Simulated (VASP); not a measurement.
Wanted: the native input for a VASP 6.6.1 run.

| Quantity | Value |
| --- | --- |
| Task | relaxation of cell and atoms |
| Functional | r2SCAN |
| Dispersion | D4 |
| Potentials or basis | VASP PAW PBE potentials, release 64 (K_sv) |
| Cutoff | 600 eV |
| k mesh | 5 × 5 × 5 |
| Occupations | gaussian, width 0.01 eV |
| Spin | no spin polarisation |
| Dipole correction | no |
| Further INCAR settings | ALGO = Normal; EDIFF = 1e-07; IBRION = 2; EDIFFG = -0.02; NSW = 60; ISIF = 3 |

Crystal: K.

```
K
1.0
     4.31044    0.00000    0.00000
     0.00000    4.31044    0.00000
     0.00000    0.00000    4.31044
K
1
Direct
  0.00000 0.00000 0.00000
```

The input as run:

POSCAR

```
K
1.0
    4.3104390000      0.0000000000      0.0000000000
    0.0000000000      4.3104390000      0.0000000000
    0.0000000000      0.0000000000      4.3104390000
K
1
Direct
    0.0000000000      0.0000000000      0.0000000000
```

INCAR.step1

```
SYSTEM = K
  ALGO = Normal
  EDIFF = 1E-4
  ENCUT = 600
  GGA = PE
  ISMEAR = 0
  LASPH = .True.
  LCHARG = .False.
  LREAL = .False.
  LWAVE = .True.
  NELM = 80
  PREC = Accurate
  SIGMA = 0.01
```

INCAR.step2

```
SYSTEM = K
  ALGO = Normal
  EDIFF = 1E-7
  EDIFFG = -0.02
  ENCUT = 600
  IBRION = 2
  ISIF = 3
  ISMEAR = 0
  ISTART = 1
  IVDW = 13
  LASPH = .True.
  LCHARG = .False.
  LMIXTAU = .True.
  LREAL = .False.
  LWAVE = .False.
  METAGGA = R2SCAN
  NELM = 80
  NSW = 60
  PREC = Accurate
  SIGMA = 0.01
  VDW_A1 = 0.51559235
  VDW_A2 = 5.77342911
  VDW_S6 = 1.0
  VDW_S8 = 0.6018749
```

KPOINTS

```
k-points
0
Gamma
  5 5 5
  0 0 0
```

Potentials or basis: VASP PAW PBE potentials, release 64 (K_sv).

Launch:

```console
$ cat potpaw_PBE.64/K_sv/POTCAR > POTCAR
$ cp INCAR.step1 INCAR
$ mpirun -np 1 vasp_std > vasp.out
$ cp INCAR.step2 INCAR
$ mpirun -np 1 vasp_std > vasp.out
```

Results of the run:

```yaml
Pressure_after_relaxing: 0.0 GPa
Dispersion_energy_per_atom: -0.019 eV
```

Caveat: the relaxation stopped at its first step, so nothing moved; the PAW data sets were made with another functional, which shifts forces and pressure a little; pairwise dispersion overbinds metals, which lowers pressure and volume.

Run time: 49 s on 1 thread of Intel Xeon 6975P-C, on a shared host, peak memory 0.21 GiB.
